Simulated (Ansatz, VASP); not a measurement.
# Al: VASP beside Ansatz

Contents of INCAR:

```
SYSTEM = Al
PREC = Accurate
ENCUT = 520
EDIFF = 1E-6
ISMEAR = 0
SIGMA = 0.15
LREAL = .FALSE.
LASPH = .TRUE.
NELM = 60
ALGO = Normal
ISIF = 2
LWAVE = .FALSE.
LCHARG = .FALSE.
NBANDS = 8
```

The input KPOINTS:

```
Automatic mesh
0
G
  20 20 20
  0 0 0
```

File POSCAR:

```
Al
1.0
    0.0000000000      2.1251790000      2.0745795000
    2.1251790000      0.0000000000      2.0745795000
    2.1251790000      2.1251790000      0.0000000000
Al
1
Direct
    0.0000000000      0.0000000000      0.0000000000
```

Input for Ansatz:

```yaml
crystal:
  lattice:
    - [0.0, 2.125179, 2.0745795]
    - [2.125179, 0.0, 2.0745795]
    - [2.125179, 2.125179, 0.0]
  atoms:
    - { symbol: Al, position: [0.0, 0.0, 0.0] }
basis:
  ecutwfc: 420
kpoints:
  mp_grid: { grid: [20, 20, 20] }
hamiltonian:
  xc: lda
scf:
  occupations: { method: gaussian, width: 0.15 }
output:
  forces: true
  stress: true
  eigenvalues: true
```

Change from the starting cell: strain +0.050 along x and y, +0.025 along z, atoms carried along.

Alike in both runs: task single point; functional LDA; k mesh 20 × 20 × 20; occupations gaussian, width 0.15 eV; no spin polarisation.

|  | VASP | Ansatz |
| --- | --- | --- |
| version | VASP 6.6.1 | Ansatz 0.2.0 |
| potentials or method | VASP PAW LDA potentials, release 64 (Al), cutoff 520 eV | scalar-relativistic, plane waves, PAW |
| valence electrons in the cell | 3 | 3 |

```csv
,VASP,Ansatz,Ansatz less VASP
gap on the k mesh at the Fermi level (eV),none,none,-
pressure (GPa),-9.5,-9.5,-0.01
"traceless stress, the component that is largest in VASP (GPa)",0.22,0.23,+0.011
```

LDA's correlation is that of Perdew and Zunger in VASP and of Perdew and Wang (1992) in Ansatz. A gap of «none» marks a metal or a gap that the smearing closes.
